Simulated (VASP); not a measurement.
Write the native input for VASP 6.6.1 that does the following.

| Quantity | Value |
| --- | --- |
| Task | single point |
| Functional | LDA |
| Potentials or basis | VASP PAW LDA potentials, release 64 (In_d, Sb, H) |
| Cutoff | 520 eV |
| k mesh | 2 × 2 × 1 |
| Occupations | fermi-dirac, width 0.05 eV |
| Spin | no spin polarisation |
| Dipole correction | no |
| Further INCAR settings | LREAL = Auto; ALGO = Normal; EDIFF = 1e-06; NBANDS = 88 |

The structure of In4Sb4H lies in POSCAR:

```
In4Sb4H
1.0
    9.1372340000      0.0000000000      0.0000000000
    0.0000000000      6.4610000000      0.0000000000
    0.0000000000      0.0000000000     19.8529250000
In Sb H
8 8 2
Direct
    0.0000000000      0.0000000000      0.0503704114
    0.7493624438      0.5530877573      0.1674816179
    0.2353338001      0.5429654852      0.1722919922
    0.4999981395      0.0000000000      0.0503704114
    0.5119382955      0.0537687664      0.2759039285
    0.2310217731      0.4720941031      0.3683235594
    0.7289405087      0.4922612599      0.3756977876
    0.9948415461      0.0908992416      0.2796111908
    0.9919851018      0.3270391580      0.1542644220
    0.2499990697      0.7500077387      0.0503704114
    0.7499972092      0.7500077387      0.0503704114
    0.4945698009      0.2901253676      0.1601930194
    0.4899185027      0.2842903575      0.4063935163
    0.7551628863      0.8013465408      0.2793694128
    0.2540046583      0.8020430274      0.2817166740
    0.9885923902      0.2703296703      0.4116018169
    0.6905919231      0.0828973843      0.5226131666
    0.7687009001      0.1217149048      0.5218273882
```

One way to write it, as run:

INCAR

```
ALGO = Normal
EDIFF = 1E-6
ENCUT = 520
ISIF = 2
ISMEAR = -1
LASPH = T
LCHARG = F
LREAL = Auto
LWAVE = F
NBANDS = 88
NELM = 60
PREC = Accurate
SIGMA = 0.05
```

KPOINTS

```
k-points
0
Gamma
  2 2 1
```

Potentials or basis: VASP PAW LDA potentials, release 64 (In_d, Sb, H).

The run is started by

```sh
$ cat potpaw_LDA.64/In_d/POTCAR potpaw_LDA.64/Sb/POTCAR potpaw_LDA.64/H/POTCAR > POTCAR
$ mpirun -np 1 vasp_std > vasp.out
```

It gave:

* Largest force: 1.810 eV/Å
* Band gap on the k mesh: 0.27 eV, indirect (least direct gap 0.40 eV)

Caveat: the k points lie up to 0.49 Å⁻¹ apart; spin-orbit coupling is left out, which moves the levels of the heavy elements.

It took 22 min on 1 thread of Intel(R) Xeon(R) Platinum 8259CL CPU @ 2.50GHz (Skylake/Cascade Lake), on a shared host, peak memory 0.8 GiB.
